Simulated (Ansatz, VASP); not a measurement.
## BP in VASP and in Ansatz

Contents of INCAR:

```
PREC = Accurate
ENCUT = 520
EDIFF = 1E-6
ISMEAR = 0
SIGMA = 0.02
LREAL = False
LASPH = True
NELM = 100
ALGO = Normal
ISIF = 2
LWAVE = False
LCHARG = False
GGA = PE
NBANDS = 11
```

KPOINTS

```
regular mesh
0
Gamma
  10 10 10
```

Contents of POSCAR:

```
BP
1.0
    0.0000000000      2.2037868749      2.2037868749
    2.2037868749      0.0000000000      2.2037868749
    2.2037868749      2.2037868749      0.0000000000
B P
1 1
Direct
    0.5000000000      0.5000000000      0.5000000000
    0.7500000000      0.7500000000      0.7500000000
```

Input for Ansatz:

```yaml
crystal:
  lattice:
    - [0.0, 2.2037868749, 2.2037868749]
    - [2.2037868749, 0.0, 2.2037868749]
    - [2.2037868749, 2.2037868749, 0.0]
  atoms:
    - { symbol: B, position: [0.5, 0.5, 0.5] }
    - { symbol: P, position: [0.75, 0.75, 0.75] }
basis:
  ecutwfc: 420
kpoints:
  mp_grid: { grid: [10, 10, 10] }
hamiltonian:
  xc: pbe
scf:
  occupations: { method: gaussian, width: 0.02 }
output:
  forces: true
  stress: true
  eigenvalues: true
```

Alike in both runs: task single point; functional PBE; k mesh 10 × 10 × 10; occupations gaussian, width 0.02 eV; no spin polarisation.

```csv
,VASP,Ansatz
version,VASP 6.6.1,Ansatz 0.2.0
potentials or method,"VASP PAW PBE potentials, release 64 (B, P), cutoff 520 eV","scalar-relativistic, plane waves, PAW"
valence electrons in the cell,8,8
```

|  | VASP | Ansatz | Ansatz less VASP |
| --- | --- | --- | --- |
| gap on the k mesh at the Fermi level (eV) | 1.12 | 1.12 | +0.005 |
| least direct gap on the mesh (eV) | 3.55 | 3.55 | +0.004 |
| pressure (GPa) | 17.9 | 18.3 | +0.34 |

With one functional, cell and mesh, what is left measures potentials, basis and numerics.
